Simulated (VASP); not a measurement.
## TaN: single point with PBEsol

Crystal: TaN.

```
Ta N
1.0
     2.92404    0.00000    0.00000
    -1.46202    2.53229    0.00000
     0.00000    0.00000    2.87074
Ta N
1 1
Direct
  0.33333 0.66667 0.50000
  0.00000 0.00000 0.00000
```

```yaml
Program: VASP 6.6.1
Task: single point
Functional: PBEsol
Potentials_or_basis: VASP PAW PBE potentials, release 64 (Ta_pv, N)
Cutoff: 520 eV
k_mesh: 21 × 21 × 18
Occupations: gaussian, width 0.15 eV
Spin: no spin polarisation
Dipole_correction: no
Further_INCAR_settings: ALGO = Normal; EDIFF = 1e-06; NBANDS = 15
```

```json
{
 "Pressure": "0.8 GPa",
 "Band gap on the k mesh": "zero (band 8 reaches 8.44 eV, above the bottom of band 9 at 8.13 eV)"
}
```

Stress tensor (GPa, compression positive):
```
0.76 0.00 0.00
0.00 0.76 0.00
0.00 0.00 0.98
```

Levels at points of the mesh, in eV from the Fermi level:
```csv
k point,band 6,band 7,band 8,band 9,band 10,band 11
"(0.00, 0.00, 0.00)",-4.59,-4.26,-2.90,2.35,3.69,3.69
"(0.00, 0.00, 0.50)",-3.76,-3.76,-0.08,-0.08,2.50,3.37
```

Run time: 6.1 min on 1 thread of AMD EPYC 7R13 (shared host), peak memory 0.24 GiB.

Caveat: the PAW data sets were made with another functional, which shifts forces and pressure a little; spin-orbit coupling is left out, which moves the levels of the heavy elements.
